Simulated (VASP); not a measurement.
# Pb: single point with PBEsol

The system is Pb.

```
Pb
1.0
    -1.92536    1.92536    1.92536
     1.92536   -1.92536    1.92536
     1.92536    1.92536   -1.92536
Pb
1
Direct
  0.00000 0.00000 0.00000
```

This isn't the form of Pb at room conditions, which is fcc.

```
Program                : VASP 6.6.1
Task                   : single point
Functional             : PBEsol
Potentials or basis    : VASP PAW PBE potentials, release 64 (Pb_d)
Cutoff                 : 520 eV
k mesh                 : 9 × 9 × 9
Occupations            : fermi-dirac, width 0.05 eV
Spin                   : no spin polarisation
Dipole correction      : no
Further INCAR settings : ALGO = Fast; EDIFF = 1e-06; NBANDS = 13
```

```yaml
Pressure: 2.0 GPa
Band_gap_on_the_k_mesh: zero (bands 7 and 8 overlap by 10.43 eV)
```

Levels at points of the mesh, in eV from the Fermi level:
| k point | band 3 | band 4 | band 5 | band 6 | band 7 | band 8 | band 9 | band 10 | band 11 | band 12 |
| --- | --- | --- | --- | --- | --- | --- | --- | --- | --- | --- |
| (0.00, 0.00, 0.00) | -17.15 | -16.87 | -16.87 | -12.24 | 8.16 | 8.16 | 8.16 | 11.16 | 11.16 | 11.16 |

It took 27 s on 1 thread of Intel Xeon 8259CL, on a shared host, peak memory 0.16 GiB.

Caveat: the PAW data sets were made with another functional, which shifts forces and pressure a little; spin-orbit coupling is left out, which moves the levels of the heavy elements.
